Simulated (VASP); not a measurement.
# Re (Im-3m) in VASP: further runs

Runs on Re. Level: r2SCAN. Tasks: single point.

All numbers are computed with VASP 6.6.1; they aren't measurements. Logs are shortened: lines on timing, memory, paths and dates and some standing lists are left out, and cuts for length are marked.

### 1 The cell of the first run

It takes space group Im-3m (No. 229, cubic). Conventional cell: a = 3.096 Å, b = 3.096 Å, c = 3.096 Å, α = 90.00°, β = 90.00°, γ = 90.00°. Within 3.5 Å of Re (site symmetry m-3m) lie 14 Re at 2.68 to 3.10 Å.

### 2 Single point, r2SCAN

POSCAR

```
Re
1.0
   -1.5480436201      1.5480436201      1.5480436201
    1.5480436201     -1.5480436201      1.5480436201
    1.5480436201      1.5480436201     -1.5480436201
Re
1
Direct
    0.0000000000      0.0000000000      0.0000000000
```

INCAR.step1

```
ALGO = Normal
EDIFF = 1E-4
ENCUT = 520
GGA = PE
ISMEAR = 0
LASPH = True
LCHARG = False
LREAL = False
LWAVE = True
NBANDS = 10
NELM = 100
PREC = Accurate
SIGMA = 0.05
```

INCAR.step2

```
ALGO = Normal
EDIFF = 1E-6
ENCUT = 520
ISIF = 2
ISMEAR = 0
ISTART = 1
LASPH = True
LCHARG = True
LELF = True
LMIXTAU = True
LREAL = False
LVHAR = True
LWAVE = False
METAGGA = R2SCAN
NBANDS = 10
NELM = 100
PREC = Accurate
SIGMA = 0.05
```

KPOINTS

```
k-points
0
Gamma
  18 18 18
```

Potentials or basis: VASP PAW PBE potentials, release 64 (Re).

Started as:

```console
$ cat potpaw_PBE.64/Re/POTCAR > POTCAR
$ cp INCAR.step1 INCAR
$ mpirun -np 1 vasp_std > vasp.out
$ cp INCAR.step2 INCAR
$ mpirun -np 1 vasp_std > vasp.out
```

OUTCAR:

```text
EDIFF = 1E-6
   ENCUT = 520
   ISIF = 2
   ISMEAR = 0
   ISTART = 1
   LASPH = True
   LREAL = False
   METAGGA = R2SCAN
   NELM = 100
   PREC = Accurate

 ion  position               nearest neighbor table
   1  0.000  0.000  0.000-

  LATTYP: Found a body centered cubic cell.
 ALAT       =     3.0960872402

  Lattice vectors:

 A1 = (  -1.5480436201,   1.5480436201,   1.5480436201)
 A2 = (   1.5480436201,  -1.5480436201,   1.5480436201)
 A3 = (   1.5480436201,   1.5480436201,  -1.5480436201)

Analysis of symmetry for initial positions (statically):
=====================================================================
 Subroutine PRICEL returns:
 Original cell was already a primitive cell.

 Routine SETGRP: Setting up the symmetry group for a
 body centered cubic supercell.

 Subroutine GETGRP returns: Found 48 space group operations
 (whereof 48 operations were pure point group operations)
 out of a pool of 48 trial point group operations.

The static configuration has the point symmetry O_h .

Analysis of symmetry for dynamics (positions and initial velocities):
=====================================================================
 Subroutine PRICEL returns:
 Original cell was already a primitive cell.

 Routine SETGRP: Setting up the symmetry group for a
 body centered cubic supercell.

 Subroutine GETGRP returns: Found 48 space group operations
 (whereof 48 operations were pure point group operations)
 out of a pool of 48 trial point group operations.

The dynamic configuration has the point symmetry O_h .

 Subroutine INISYM returns: Found 48 space group operations
 (whereof 48 operations are pure point group operations),
 and found     1 'primitive' translations

----------------------------------------------------------------------------------------

                                     Primitive cell

  volume of cell :      14.8392

  direct lattice vectors                    reciprocal lattice vectors
    -1.548043620  1.548043620  1.548043620     0.000000000  0.322988315  0.322988315
     1.548043620 -1.548043620  1.548043620     0.322988315  0.000000000  0.322988315
     1.548043620  1.548043620 -1.548043620     0.322988315  0.322988315  0.000000000

  length of vectors
     2.681290202  2.681290202  2.681290202     0.456774455  0.456774455  0.456774455

  position of ions in fractional coordinates (direct lattice)
     0.000000000  0.000000000  0.000000000

  ion indices of the primitive-cell ions
   primitive index   ion index
                 1           1

----------------------------------------------------------------------------------------

 KPOINTS: k-points

Automatic generation of k-mesh.
 Grid dimensions read from file:
 generate k-points for:   18   18   18

 Generating k-lattice:

  Cartesian coordinates                     Fractional coordinates (reciprocal lattice)
     0.000000000  0.017943795  0.017943795     0.055555556  0.000000000  0.000000000
     0.017943795  0.000000000  0.017943795     0.000000000  0.055555556  0.000000000
     0.017943795  0.017943795  0.000000000     0.000000000  0.000000000  0.055555556

  Length of vectors
     0.025376359  0.025376359  0.025376359

  Shift w.r.t. Gamma in fractional coordinates (k-lattice)
     0.000000000  0.000000000  0.000000000

 Subroutine IBZKPT returns following result:
 ===========================================

 Found    195 irreducible k-points:

 Following reciprocal coordinates:
            Coordinates               Weight
  0.000000  0.000000  0.000000      1.000000
  0.055556  0.000000  0.000000     12.000000
  0.111111  0.000000  0.000000     12.000000
  0.166667  0.000000  0.000000     12.000000
  0.222222  0.000000  0.000000     12.000000
  0.277778  0.000000  0.000000     12.000000
[... 16 lines left out ...]
  0.333333  0.111111  0.000000     48.000000
  0.388889  0.111111 -0.000000     48.000000
 [... further k-points ...]
   k-points           NKPTS =    195   k-points in BZ     NKDIM =    195   number of bands    NBANDS=     10
   number of dos      NEDOS =    301   number of ions     NIONS =      1
   total plane-waves  NPLWV =   8000
   dimension x,y,z NGX =    20 NGY =   20 NGZ =   20
   dimension x,y,z NGXF=    40 NGYF=   40 NGZF=   40
   ions per type =               1
   NGX,Y,Z   is equivalent  to a cutoff of  12.40, 12.40, 12.40 a.u.
   NGXF,Y,Z  is equivalent  to a cutoff of  24.80, 24.80, 24.80 a.u.
 SYSTEM =  unknown system
   PREC   = accura    normal or accurate (medium, high low for compatibility)
   ISTART =      1    job   : 0-new  1-cont  2-samecut
   ICHARG =      0    charge: 1-file 2-atom 10-const
   ISPIN  =      1    spin polarized calculation?
   LNONCOLLINEAR =      F non collinear calculations
   LSORBIT =      F    spin-orbit coupling
   LASPH  =      T    aspherical Exc in radial PAW
   ENCUT  =  520.0 eV  38.22 Ry    6.18 a.u.   4.99  4.99  4.99*2*pi/ulx,y,z
   NELM   =    100;   NELMIN=  2; NELMDL=  0     # of ELM steps
   EDIFF  = 0.1E-05   stopping-criterion for ELM
   LREAL  =      F    real-space projection
   EDIFFG = 0.1E-04   stopping-criterion for IOM
   NSW    =      0    number of steps for IOM
   IBRION =     -1    ionic relax: 0-MD 1-quasi-New 2-CG
   NFREE  =      0    steps in history (QN), initial steepest desc. (CG)
   ISIF   =      2    stress and relaxation
   ISYM   =      2    0-nonsym 1-usesym 2-fastsym
   POTIM  = 0.5000    time-step for ionic-motion
   TEBEG  =    0.0;   TEEND  =   0.0 temperature during run
   PSTRESS=    0.0 pullay stress
   NELECT =       7.0000    total number of electrons
   NUPDOWN=      -1.0000    fix difference up-down
   EMIN   =  10.00;   EMAX   =-10.00  energy-range for DOS
   EFERMI =   0.00;   METHOD = LEGACY
   ISMEAR =     0;   SIGMA  =   0.05  broadening in eV -4-tet -1-fermi 0-gaus
   EFERMI_NEDOS =   21; number of points for ismear=-14 and -15
   IALGO  =     38    algorithm
   IMIX   =      4    mixing-type and parameters
     AMIX     =   0.40;   BMIX     =  1.00
     AMIX_MAG =   1.60;   BMIX_MAG =  1.00
  volume/ion in A,a.u.               =      14.84       100.14
  Fermi-wavevector in a.u.,A,eV,Ry     =   1.274396  2.408259 22.097012  1.624085
  Thomas-Fermi vector in A             =   2.407166
   LORBIT       =      0    0 simple, 1 ext, 2 COOP (PROOUT), +10 PAW based schemes
   METAGGA = R2SCAN    functional components
   LHFCALC =     F    Hartree Fock is set to
   AEXX    =    0.0000 exact exchange contribution
   IVDW    =     0    specifies the selected vdW correction
   LEPSILON=     F    determine dielectric tensor
   LRPA    =     F    only Hartree local field effects (RPA)
 non-spin polarized calculation
 Gauss-broadening in eV      SIGMA  =   0.05
  energy-cutoff  :      520.00
  volume of cell :       14.84
 maximum number of plane-waves:       418
   NGX =  9   NGY =  9   NGZ =  9

 number of electron       6.9999999 magnetization

 Free energy of the ion-electron system (eV)
  ---------------------------------------------------
  ext. energy  EPLUGINS =         0.00000000
  ---------------------------------------------------
  free energy    TOTEN  =       -52.16378426 eV

  energy without entropy =      -52.16160053  energy(sigma->0) =      -52.16269239

 E-fermi :   8.6086     XC(G=0): -14.9339

 val. band max:        8.5635470357   @ k =  -0.3889   0.3889   0.3333
 cond. band min:       8.6123276437   @ k =  -0.4444  -0.4444   0.0556
 fundamental gap:      0.0487806080
 Fermi energy:         8.6086219480

 k-point     1 :       0.0000    0.0000    0.0000
  band No.  band energies     occupation
      1      -2.7014      2.00000
      2       5.6881      2.00000
      3       5.6881      2.00000
      4       5.6881      2.00000
      5       9.4882      0.00000
      6       9.4883      0.00000
      7      24.8262      0.00000
      8      24.8262      0.00000
      9      24.8262      0.00000
     10      37.3038      0.00000

 k-point     2 :       0.0556    0.0000    0.0000
  band No.  band energies     occupation
      1      -2.5435      2.00000
      2       5.5990      2.00000
      3       5.6739      2.00000
      4       5.8388      2.00000
      5       9.3509      0.00000
      6       9.4913      0.00000
      7      24.9481      0.00000
      8      25.0909      0.00000
      9      25.1567      0.00000
     10      35.9039      0.00000

 k-point     3 :       0.1111    0.0000    0.0000
  band No.  band energies     occupation
      1      -2.0864      2.00000
      2       5.3513      2.00000
      3       5.6098      2.00000
      4       6.2856      2.00000
      5       9.0438      0.00000
      6       9.5060      0.00000
      7      25.2361      0.00000
      8      25.8626      0.00000
      9      25.9720      0.00000
     10      33.9062      0.00000

 k-point     4 :       0.1667    0.0000    0.0000
  band No.  band energies     occupation
      1      -1.3855      2.00000
      2       4.9942      2.00000
      3       5.4628      2.00000
      4       7.0117      2.00000
      5       8.7898      0.00000
      6       9.5467      0.00000
      7      25.4105      0.00000
      8      26.6929      0.00000
      9      27.0831      0.00000
     10      32.4962      0.00000
[... 222 lines left out ...]
 k-point    22 :       0.2778    0.1111    0.0000
  band No.  band energies     occupation
      1       1.0924      2.00000
      2       3.9013      2.00000
      3       5.2427      2.00000
      4       8.8166      0.00000
      5      10.1586      0.00000
      6      11.2250      0.00000
      7      22.2982      0.00000
      8      23.9028      0.00000
      9      28.5338      0.00000
     10      31.0901      0.00000

 k-point    23 :       0.3333    0.1111    0.0000
  band No.  band energies     occupation
      1       1.2209      2.00000
      2       3.6572      2.00000
      3       6.0326      2.00000
      4       9.0977      0.00000
      5      10.3089      0.00000
      6      12.5443      0.00000
      7      20.5652      0.00000
      8      22.7436      0.00000
      9      27.1688      0.00000
     10      32.7329      0.00000

 k-point    24 :       0.3889    0.1111   -0.0000
  band No.  band energies     occupation
      1       1.1929      2.00000
      2       3.5072      2.00000
      3       6.8438      2.00000
      4       9.2019      0.00000
      5      10.5518      0.00000
      6      13.5932      0.00000
      7      19.1193      0.00000
      8      22.0423      0.00000
      9      26.1119      0.00000
     10      33.4953      0.00000

 [... further k-points ...]
[... 5 lines left out ...]
  --------------------------------------------------------------------------------------
  -------------------------------------------------------------------------------------
  Total        0.0095744      0.0095744      0.0095744     -0.0000000     -0.0000000      0.0000000
  in kB        1.0337400      1.0337400      1.0337400     -0.0000000     -0.0000000      0.0000000
  external PRESSURE =       1.0337400 kB  Pullay stress =       0.0000000 kB

 VOLUME and BASIS-vectors are now :
 -----------------------------------------------------------------------------
  energy-cutoff  :      520.00
  volume of cell :       14.84
      direct lattice vectors                 reciprocal lattice vectors
    -1.548043620  1.548043620  1.548043620     0.000000000  0.322988315  0.322988315
     1.548043620 -1.548043620  1.548043620     0.322988315  0.000000000  0.322988315
     1.548043620  1.548043620 -1.548043620     0.322988315  0.322988315  0.000000000

 POSITION                                       TOTAL-FORCE (eV/Angst)
 -----------------------------------------------------------------------------------
      0.00000      0.00000      0.00000         0.000000      0.000000     -0.000000
 -----------------------------------------------------------------------------------
    total drift:                                0.000000      0.000000      0.000000

  FREE ENERGIE OF THE ION-ELECTRON SYSTEM (eV)
  ---------------------------------------------------
  free  energy   TOTEN  =       -52.1637842586 eV

  energy  without entropy=      -52.1616005265  energy(sigma->0) =      -52.16269239
```

It took 51 s on 1 thread of Intel Xeon 6975P-C (Granite Rapids), shared host; peak memory 0.15 GiB.

What came out:

| Property | Result |
| --- | --- |
| Free energy | -52.1638 eV |
| Pressure | 0.1 GPa |

Caveat: the PAW data sets were made with another functional, which shifts forces and pressure a little; spin-orbit coupling is left out, which moves the levels of the heavy elements.

### 3 Single point, r2SCAN

POSCAR is that of step 2.

INCAR.step1

```
SYSTEM = Re
PREC = Accurate
ENCUT = 520
ISMEAR = 0
SIGMA = 0.05
LREAL = .False.
LASPH = .True.
NELM = 60
NBANDS = 10
GGA = PE
ALGO = Normal
EDIFF = 1E-4
LWAVE = .True.
LCHARG = .False.
```

INCAR.step2

```
SYSTEM = Re
PREC = Accurate
ENCUT = 520
EDIFF = 1E-6
ISMEAR = 0
SIGMA = 0.05
LREAL = .False.
LASPH = .True.
NELM = 60
ALGO = Normal
ISIF = 2
LWAVE = .False.
LCHARG = .True.
METAGGA = R2SCAN
LMIXTAU = .True.
LELF = .True.
LVHAR = .True.
NBANDS = 10
ISTART = 1
```

KPOINTS

```
Automatic mesh
0
Gamma
  18 18 18
  0 0 0
```

Potentials or basis: VASP PAW PBE potentials, release 64 (Re).

Started as:

```console
$ cat potpaw_PBE.64/Re/POTCAR > POTCAR
$ cp INCAR.step1 INCAR
$ mpirun -np 1 vasp_std > vasp.out
$ cp INCAR.step2 INCAR
$ mpirun -np 1 vasp_std > vasp.out
```

Wall time 50 s (1 thread of Intel Xeon 6975P-C (Granite Rapids), shared host); peak memory 0.15 GiB.

The run converged. Its results:

```yaml
Free_energy: -52.1638 eV
Pressure: 0.1 GPa
```

Levels at points of the mesh, in eV from the Fermi level:
```csv
k point,band 1,band 2,band 3,band 4,band 5,band 6
"(0.00, 0.00, 0.00)",-11.31,-2.92,-2.92,-2.92,0.88,0.88
"(0.50, 0.00, 0.00)",-7.88,-5.27,-0.21,0.71,1.66,4.46
"(0.50, 0.50, 0.50)",-7.39,-7.39,3.52,3.52,3.52,8.20
```

Caveat: the PAW data sets were made with another functional, which shifts forces and pressure a little; spin-orbit coupling is left out, which moves the levels of the heavy elements.

### 4 Single point, r2SCAN

This run uses another cell than the first one, of 15.08 Å³/atom, 1.016 times its volume.

POSCAR

```
Re
1.0
   -1.5564558650      1.5564558650      1.5564558650
    1.5564558650     -1.5564558650      1.5564558650
    1.5564558650      1.5564558650     -1.5564558650
Re
1
Direct
    0.0000000000      0.0000000000      0.0000000000
```

INCAR.step1

```
  PREC = Accurate
  ENCUT = 520
  ISMEAR = 0
  SIGMA = 0.05
  LREAL = False
  LASPH = True
  NELM = 100
  NBANDS = 10
  GGA = PE
  ALGO = Normal
  EDIFF = 1E-4
  LWAVE = True
  LCHARG = False
```

INCAR.step2

```
  PREC = Accurate
  ENCUT = 520
  EDIFF = 1E-6
  ISMEAR = 0
  SIGMA = 0.05
  LREAL = False
  LASPH = True
  NELM = 100
  ALGO = Normal
  ISIF = 2
  LWAVE = False
  LCHARG = True
  METAGGA = R2SCAN
  LMIXTAU = True
  LELF = True
  LVHAR = True
  NBANDS = 10
  ISTART = 1
```

KPOINTS

```
Automatic mesh
0
Gamma
  18 18 18
```

Potentials or basis: VASP PAW PBE potentials, release 64 (Re).

Started as:

```console
$ cat potpaw_PBE.64/Re/POTCAR > POTCAR
$ cp INCAR.step1 INCAR
$ mpirun -np 1 vasp_std > vasp.out
$ cp INCAR.step2 INCAR
$ mpirun -np 1 vasp_std > vasp.out
```

OUTCAR:

```text
PREC = Accurate
   ENCUT = 520
   EDIFF = 1E-6
   ISMEAR = 0
   LREAL = False
   LASPH = True
   NELM = 100
   ISIF = 2
   METAGGA = R2SCAN
   ISTART = 1

 ion  position               nearest neighbor table
   1  0.000  0.000  0.000-

  LATTYP: Found a body centered cubic cell.
 ALAT       =     3.1129117300

  Lattice vectors:

 A1 = (  -1.5564558650,   1.5564558650,   1.5564558650)
 A2 = (   1.5564558650,  -1.5564558650,   1.5564558650)
 A3 = (   1.5564558650,   1.5564558650,  -1.5564558650)

Analysis of symmetry for initial positions (statically):
=====================================================================
 Subroutine PRICEL returns:
 Original cell was already a primitive cell.

 Routine SETGRP: Setting up the symmetry group for a
 body centered cubic supercell.

 Subroutine GETGRP returns: Found 48 space group operations
 (whereof 48 operations were pure point group operations)
 out of a pool of 48 trial point group operations.

The static configuration has the point symmetry O_h .

Analysis of symmetry for dynamics (positions and initial velocities):
[... 156 lines left out ...]

 E-fermi :   8.3939     XC(G=0): -14.8328

 val. band max:        8.3502503571   @ k =   0.2222   0.1667   0.0000
 cond. band min:       8.3950648584   @ k =   0.1667   0.1111  -0.0000
 fundamental gap:      0.0448145013
 Fermi energy:         8.3938905732

 k-point     1 :       0.0000    0.0000    0.0000
  band No.  band energies     occupation
      1      -2.7852      2.00000
      2       5.5317      2.00000
      3       5.5317      2.00000
      4       5.5317      2.00000
      5       9.2631      0.00000
      6       9.2631      0.00000
      7      24.5824      0.00000
      8      24.5824      0.00000
      9      24.5824      0.00000
     10      36.8262      0.00000
[... 287 lines left out ...]
 k-point    24 :       0.3889    0.1111    0.0000
  band No.  band energies     occupation
      1       1.1118      2.00000
      2       3.3998      2.00000
      3       6.6413      2.00000
      4       8.9729      0.00000
      5      10.2879      0.00000
      6      13.2562      0.00000
      7      18.6784      0.00000
      8      21.7578      0.00000
      9      25.6586      0.00000
     10      33.0995      0.00000

 [... further k-points ...]
[... 5 lines left out ...]
  --------------------------------------------------------------------------------------
  -------------------------------------------------------------------------------------
  Total       -0.5552112     -0.5552112     -0.5552112     -0.0000000      0.0000000      0.0000000
  in kB      -58.9791321    -58.9791321    -58.9791321     -0.0000000      0.0000000      0.0000000
  external PRESSURE =     -58.9791321 kB  Pullay stress =       0.0000000 kB

 VOLUME and BASIS-vectors are now :
 -----------------------------------------------------------------------------
  energy-cutoff  :      520.00
  volume of cell :       15.08
      direct lattice vectors                 reciprocal lattice vectors
    -1.556455865  1.556455865  1.556455865     0.000000000  0.321242646  0.321242646
     1.556455865 -1.556455865  1.556455865     0.321242646  0.000000000  0.321242646
     1.556455865  1.556455865 -1.556455865     0.321242646  0.321242646  0.000000000

 POSITION                                       TOTAL-FORCE (eV/Angst)
 -----------------------------------------------------------------------------------
      0.00000      0.00000      0.00000         0.000000      0.000000      0.000000
 -----------------------------------------------------------------------------------
    total drift:                                0.000000      0.000000      0.000000

  FREE ENERGIE OF THE ION-ELECTRON SYSTEM (eV)
  ---------------------------------------------------
  free  energy   TOTEN  =       -52.1595074055 eV

  energy  without entropy=      -52.1572649209  energy(sigma->0) =      -52.15838616
```

OUTCAR.step1:

```text
PREC = Accurate
   ENCUT = 520
   ISMEAR = 0
   LREAL = False
   LASPH = True
   NELM = 100
[... 526 lines left out ...]

 POSITION                                       TOTAL-FORCE (eV/Angst)
 -----------------------------------------------------------------------------------
      0.00000      0.00000      0.00000        -0.000000      0.000000     -0.000000
 -----------------------------------------------------------------------------------
    total drift:                                0.000000      0.000000     -0.000000

  FREE ENERGIE OF THE ION-ELECTRON SYSTEM (eV)
  ---------------------------------------------------
  free  energy   TOTEN  =       -12.1023790970 eV

  energy  without entropy=      -12.1004818893  energy(sigma->0) =      -12.10143049
```

It took 47 s on 1 thread of Intel Xeon 6975P-C (Granite Rapids), shared host; peak memory 0.15 GiB.

Results:

* Free energy: -52.1595 eV
* Pressure: -5.9 GPa

Levels at points of the mesh, in eV from the Fermi level:
```tsv
k point	band 1	band 2	band 3	band 4	band 5	band 6
(0.00, 0.00, 0.00)	-11.18	-2.86	-2.86	-2.86	0.87	0.87
(0.50, 0.00, 0.00)	-7.73	-5.16	-0.24	0.69	1.62	4.34
(0.50, 0.50, 0.50)	-7.22	-7.22	3.42	3.42	3.42	8.09
```

Caveat: the PAW data sets were made with another functional, which shifts forces and pressure a little; spin-orbit coupling is left out, which moves the levels of the heavy elements.
